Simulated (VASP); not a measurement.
# Ba2AlO (P4/mmm) in VASP: single point with PBE

Aim: the single point of Ba2AlO with PBE.

Program: VASP 6.6.1. These are calculated values, not measurements. Logs are shortened: lines on timing, memory, paths and dates and some standing lists are left out, and cuts for length are marked.

### Step 1. The cell of the first run

The structure is tetragonal, space group P4/mmm (No. 123). The conventional cell has a = 4.839 Å, b = 4.839 Å, c = 4.921 Å, α = 90.00°, β = 90.00°, γ = 90.00°. Within 3.2 Å of Ba (site symmetry 4/mmm) lie 2 Al at 2.46 Å. Ba (site symmetry 4/mmm) has 2 O at 2.46 Å within 3.2 Å. Within 3.2 Å of Al (site symmetry 4/mmm) lie 2 Ba at 2.46 Å. Within 3.2 Å of O (site symmetry 4/mmm) lie 2 Ba at 2.46 Å.

### Step 2. Single point, PBE

INCAR reads:

```
ALGO     = Normal         # electronic algorithm
EDIFF    = 1E-6           # SCF threshold, eV
ENCUT    = 520            # plane-wave cutoff, eV
GGA      = PE             # functional
ISIF     = 2              # what is computed and relaxed
ISMEAR   = 0              # smearing method
LASPH    = T              # aspherical terms in the spheres
LCHARG   = F              # write CHGCAR
LREAL    = F              # projectors in reciprocal space
LWAVE    = F              # write WAVECAR
NBANDS   = 22             # bands
NELM     = 100            # most SCF steps
PREC     = Accurate       # precision mode
SIGMA    = 0.1            # smearing width, eV
```

KPOINTS reads:

```
k-points
0
Gamma
  4 4 4
```

POSCAR reads:

```
Ba2AlO
1.0
    4.8391951500      0.0000000000      0.0000000000
    0.0000000000      4.8391951500      0.0000000000
    0.0000000000      0.0000000000      4.9206290200
Ba Al O
2 1 1
Direct
    0.5000000000      0.5000000000      0.5000000000
    0.0000000000      0.0000000000      0.0000000000
    0.5000000000      0.5000000000      0.0000000000
    0.0000000000      0.0000000000      0.5000000000
```

Potentials or basis: VASP PAW PBE potentials, release 64 (Ba_sv, Al, O).

Started as:

```sh
cat potpaw_PBE.64/Ba_sv/POTCAR potpaw_PBE.64/Al/POTCAR potpaw_PBE.64/O/POTCAR > POTCAR
mpirun -np 1 vasp_std > vasp.out
```

OUTCAR:

```text
EDIFF = 1E-6
   ENCUT = 520
   GGA = PE
   ISIF = 2
   ISMEAR = 0
   LASPH = T
   LREAL = F
   NELM = 100
   PREC = Accurate

 ion  position               nearest neighbor table
   1  0.500  0.500  0.500-   3 2.46   3 2.46   2 4.21   2 4.21   2 4.21   2 4.21   2 4.21   2 4.21
                             2 4.21   2 4.21
   2  0.000  0.000  0.000-   4 2.46   4 2.46   3 3.42   3 3.42   3 3.42   3 3.42   1 4.21   1 4.21
                             1 4.21   1 4.21   1 4.21   1 4.21   1 4.21   1 4.21
   3  0.500  0.500  0.000-   1 2.46   1 2.46   2 3.42   2 3.42   2 3.42   2 3.42
   4  0.000  0.000  0.500-   2 2.46   2 2.46

  LATTYP: Found a simple tetragonal cell.
 ALAT       =     4.8391951500
 C/A-ratio  =     1.0168279781

  Lattice vectors:

 A1 = (   4.8391951500,   0.0000000000,   0.0000000000)
 A2 = (   0.0000000000,   4.8391951500,   0.0000000000)
 A3 = (   0.0000000000,   0.0000000000,   4.9206290200)

Analysis of symmetry for initial positions (statically):
=====================================================================
 Subroutine PRICEL returns:
 Original cell was already a primitive cell.

 Routine SETGRP: Setting up the symmetry group for a
 simple tetragonal supercell.

 Subroutine GETGRP returns: Found 16 space group operations
 (whereof 16 operations were pure point group operations)
 out of a pool of 16 trial point group operations.

The static configuration has the point symmetry D_4h.

Analysis of symmetry for dynamics (positions and initial velocities):
=====================================================================
 Subroutine PRICEL returns:
 Original cell was already a primitive cell.

 Routine SETGRP: Setting up the symmetry group for a
 simple tetragonal supercell.

 Subroutine GETGRP returns: Found 16 space group operations
 (whereof 16 operations were pure point group operations)
 out of a pool of 16 trial point group operations.

The dynamic configuration has the point symmetry D_4h.

 Subroutine INISYM returns: Found 16 space group operations
 (whereof 16 operations are pure point group operations),
 and found     1 'primitive' translations

----------------------------------------------------------------------------------------

                                     Primitive cell

  volume of cell :     115.2304

  direct lattice vectors                    reciprocal lattice vectors
     4.839195150  0.000000000  0.000000000     0.206645934  0.000000000  0.000000000
     0.000000000  4.839195150  0.000000000     0.000000000  0.206645934  0.000000000
     0.000000000  0.000000000  4.920629020     0.000000000  0.000000000  0.203226050

  length of vectors
     4.839195150  4.839195150  4.920629020     0.206645934  0.206645934  0.203226050

  position of ions in fractional coordinates (direct lattice)
     0.500000000  0.500000000  0.500000000
     0.000000000  0.000000000  0.000000000
     0.500000000  0.500000000  0.000000000
     0.000000000  0.000000000  0.500000000

  ion indices of the primitive-cell ions
   primitive index   ion index
                 1           1
                 2           2
                 3           3
                 4           4

----------------------------------------------------------------------------------------

 KPOINTS: k-points

Automatic generation of k-mesh.
 Grid dimensions read from file:
 generate k-points for:    4    4    4

 Generating k-lattice:

  Cartesian coordinates                     Fractional coordinates (reciprocal lattice)
     0.051661483  0.000000000  0.000000000     0.250000000  0.000000000  0.000000000
     0.000000000  0.051661483  0.000000000     0.000000000  0.250000000  0.000000000
     0.000000000  0.000000000  0.050806513     0.000000000  0.000000000  0.250000000

  Length of vectors
     0.051661483  0.051661483  0.050806513

  Shift w.r.t. Gamma in fractional coordinates (k-lattice)
     0.000000000  0.000000000  0.000000000

 Subroutine IBZKPT returns following result:
 ===========================================

 Found     18 irreducible k-points:

 Following reciprocal coordinates:
            Coordinates               Weight
  0.000000  0.000000  0.000000      1.000000
  0.250000  0.000000  0.000000      4.000000
  0.500000  0.000000  0.000000      2.000000
  0.250000  0.250000  0.000000      4.000000
  0.500000  0.250000  0.000000      4.000000
  0.500000  0.500000  0.000000      1.000000
[... 10 lines left out ...]
  0.500000  0.250000  0.500000      4.000000
  0.500000  0.500000  0.500000      1.000000
   k-points           NKPTS =     18   k-points in BZ     NKDIM =     18   number of bands    NBANDS=     22
   number of dos      NEDOS =    301   number of ions     NIONS =      4
   total plane-waves  NPLWV =  51840
   dimension x,y,z NGX =    36 NGY =   36 NGZ =   40
   dimension x,y,z NGXF=    72 NGYF=   72 NGZF=   80
   ions per type =               2   1   1
   NGX,Y,Z   is equivalent  to a cutoff of  12.37, 12.37, 13.51 a.u.
   NGXF,Y,Z  is equivalent  to a cutoff of  24.73, 24.73, 27.03 a.u.
 SYSTEM =  unknown system
   PREC   = accura    normal or accurate (medium, high low for compatibility)
   ISTART =      0    job   : 0-new  1-cont  2-samecut
   ICHARG =      2    charge: 1-file 2-atom 10-const
   ISPIN  =      1    spin polarized calculation?
   LNONCOLLINEAR =      F non collinear calculations
   LSORBIT =      F    spin-orbit coupling
   LASPH  =      T    aspherical Exc in radial PAW
   ENCUT  =  520.0 eV  38.22 Ry    6.18 a.u.   9.00  9.00  9.15*2*pi/ulx,y,z
   NELM   =    100;   NELMIN=  2; NELMDL= -5     # of ELM steps
   EDIFF  = 0.1E-05   stopping-criterion for ELM
   LREAL  =      F    real-space projection
   EDIFFG = 0.1E-04   stopping-criterion for IOM
   NSW    =      0    number of steps for IOM
   IBRION =     -1    ionic relax: 0-MD 1-quasi-New 2-CG
   NFREE  =      0    steps in history (QN), initial steepest desc. (CG)
   ISIF   =      2    stress and relaxation
   ISYM   =      2    0-nonsym 1-usesym 2-fastsym
   POTIM  = 0.5000    time-step for ionic-motion
   TEBEG  =    0.0;   TEEND  =   0.0 temperature during run
   PSTRESS=    0.0 pullay stress
   NELECT =      29.0000    total number of electrons
   NUPDOWN=      -1.0000    fix difference up-down
   EMIN   =  10.00;   EMAX   =-10.00  energy-range for DOS
   EFERMI =   0.00;   METHOD = LEGACY
   ISMEAR =     0;   SIGMA  =   0.10  broadening in eV -4-tet -1-fermi 0-gaus
   EFERMI_NEDOS =   21; number of points for ismear=-14 and -15
   IALGO  =     38    algorithm
   IMIX   =      4    mixing-type and parameters
     AMIX     =   0.40;   BMIX     =  1.00
     AMIX_MAG =   1.60;   BMIX_MAG =  1.00
  volume/ion in A,a.u.               =      28.81       194.40
  Fermi-wavevector in a.u.,A,eV,Ry     =   1.033598  1.953218 14.535455  1.068326
  Thomas-Fermi vector in A             =   2.167853
   LORBIT       =      0    0 simple, 1 ext, 2 COOP (PROOUT), +10 PAW based schemes
   GGA     = PE    functional components
   LHFCALC =     F    Hartree Fock is set to
   AEXX    =    0.0000 exact exchange contribution
   IVDW    =     0    specifies the selected vdW correction
   LEPSILON=     F    determine dielectric tensor
   LRPA    =     F    only Hartree local field effects (RPA)
 non-spin polarized calculation
 Gauss-broadening in eV      SIGMA  =   0.10
  energy-cutoff  :      520.00
  volume of cell :      115.23
 maximum number of plane-waves:      3136
 NGX is ok and might be reduce to    36
   NGX = 17   NGY = 17   NGZ = 19

 number of electron      28.9999991 magnetization

 Free energy of the ion-electron system (eV)
  ---------------------------------------------------
  ext. energy  EPLUGINS =         0.00000000
  ---------------------------------------------------
  free energy    TOTEN  =       -12.56704974 eV

  energy without entropy =      -12.52626056  energy(sigma->0) =      -12.54665515

 E-fermi :   2.5412     XC(G=0):  -8.7062

 val. band max:        2.5369077107   @ k =   0.0000   0.0000   0.5000
 cond. band min:       2.5546232015   @ k =   0.5000   0.0000   0.5000
 fundamental gap:      0.0177154908
 Fermi energy:         2.5412367253

 k-point     1 :       0.0000    0.0000    0.0000
  band No.  band energies     occupation
      1     -25.6367      2.00000
      2     -23.7886      2.00000
      3     -13.4172      2.00000
      4     -11.8418      2.00000
      5     -10.6790      2.00000
      6     -10.6790      2.00000
[... 14 lines left out ...]
     21       7.0471      0.00000
     22       7.4645      0.00000

 k-point     2 :       0.2500    0.0000    0.0000
  band No.  band energies     occupation
      1     -25.6334      2.00000
      2     -23.7869      2.00000
      3     -13.4321      2.00000
      4     -11.8296      2.00000
      5     -10.6825      2.00000
      6     -10.6553      2.00000
[... 14 lines left out ...]
     21       6.3399      0.00000
     22       7.5184      0.00000

 k-point     3 :       0.5000    0.0000    0.0000
  band No.  band energies     occupation
      1     -25.6301      2.00000
      2     -23.7851      2.00000
      3     -13.4469      2.00000
      4     -11.8174      2.00000
      5     -10.6836      2.00000
      6     -10.6309      2.00000
[... 14 lines left out ...]
     21       7.2983      0.00000
     22       7.4029      0.00000
[... 326 lines left out ...]
 k-point    17 :       0.5000    0.2500    0.5000
  band No.  band energies     occupation
      1     -25.6106      2.00000
      2     -23.7541      2.00000
      3     -14.0507      2.00000
      4     -12.1368      2.00000
      5     -10.6944      2.00000
      6     -10.6708      2.00000
[... 14 lines left out ...]
     21       7.7320      0.00000
     22       8.0882      0.00000

 k-point    18 :       0.5000    0.5000    0.5000
  band No.  band energies     occupation
      1     -25.6084      2.00000
      2     -23.7509      2.00000
      3     -14.0334      2.00000
      4     -12.1101      2.00000
      5     -10.7282      2.00000
      6     -10.7282      2.00000
[... 14 lines left out ...]
     21       7.5543      0.00000
     22       7.7106      0.00000

------------------------ aborting loop because EDIFF is reached ----------------------------------------

  FORCE on cell =-STRESS in cart. coord.  units (eV):
  Direction    XX          YY          ZZ          XY          YZ          ZX
  --------------------------------------------------------------------------------------
  -------------------------------------------------------------------------------------
  Total        0.2526935      0.2526935     24.5587761      0.0000000      0.0000000      0.0000000
  in kB        3.5134825      3.5134825    341.4683102      0.0000000      0.0000000      0.0000000
  external PRESSURE =     116.1650917 kB  Pullay stress =       0.0000000 kB

 VOLUME and BASIS-vectors are now :
 -----------------------------------------------------------------------------
  energy-cutoff  :      520.00
  volume of cell :      115.23
      direct lattice vectors                 reciprocal lattice vectors
     4.839195150  0.000000000  0.000000000     0.206645934  0.000000000  0.000000000
     0.000000000  4.839195150  0.000000000     0.000000000  0.206645934  0.000000000
     0.000000000  0.000000000  4.920629020     0.000000000  0.000000000  0.203226050

 POSITION                                       TOTAL-FORCE (eV/Angst)
 -----------------------------------------------------------------------------------
      2.41960      2.41960      2.46031         0.000000      0.000000      0.000000
      0.00000      0.00000      0.00000         0.000000      0.000000      0.000000
      2.41960      2.41960      0.00000         0.000000      0.000000      0.000000
      0.00000      0.00000      2.46031         0.000000      0.000000      0.000000
 -----------------------------------------------------------------------------------
    total drift:                                0.000000      0.000000      0.000000

  FREE ENERGIE OF THE ION-ELECTRON SYSTEM (eV)
  ---------------------------------------------------
  free  energy   TOTEN  =       -12.5670497357 eV

  energy  without entropy=      -12.5262605602  energy(sigma->0) =      -12.54665515
```

It took 18 s on 1 thread of Intel Xeon 6975P-C (Granite Rapids), shared host; peak memory 0.24 GiB.

Results:

* Free energy: -12.5670 eV
* Pressure: 11.6 GPa

Levels at points of the mesh, in eV from the Fermi level:
| k point | band 10 | band 11 | band 12 | band 13 | band 14 | band 15 | band 16 | band 17 | band 18 | band 19 |
| --- | --- | --- | --- | --- | --- | --- | --- | --- | --- | --- |
| (0.00, 0.00, 0.00) | -5.08 | -1.42 | -1.42 | -0.04 | 0.23 | 0.91 | 1.82 | 1.82 | 2.14 | 2.14 |
| (0.50, 0.00, 0.00) | -4.30 | -1.94 | -1.67 | -0.72 | -0.05 | 0.63 | 1.60 | 2.28 | 2.31 | 3.16 |
| (0.50, 0.50, 0.00) | -4.72 | -1.54 | -1.54 | -0.04 | 0.83 | 0.83 | 1.05 | 1.05 | 2.39 | 3.26 |
| (0.00, 0.00, 0.50) | -2.79 | -2.38 | -1.81 | -1.81 | 0.00 | 0.02 | 0.02 | 1.43 | 1.72 | 1.88 |
| (0.50, 0.00, 0.50) | -2.47 | -2.44 | -2.10 | -1.83 | -1.56 | -0.88 | 0.01 | 2.77 | 4.31 | 4.33 |
| (0.50, 0.50, 0.50) | -2.36 | -2.17 | -1.98 | -1.98 | -0.71 | -0.71 | 0.14 | 3.31 | 4.04 | 4.04 |

Caveat: spin-orbit coupling is left out, which moves the levels of the heavy elements; an odd number of electrons without spin polarisation forces a metal; a magnetic or distorted state may lie lower.
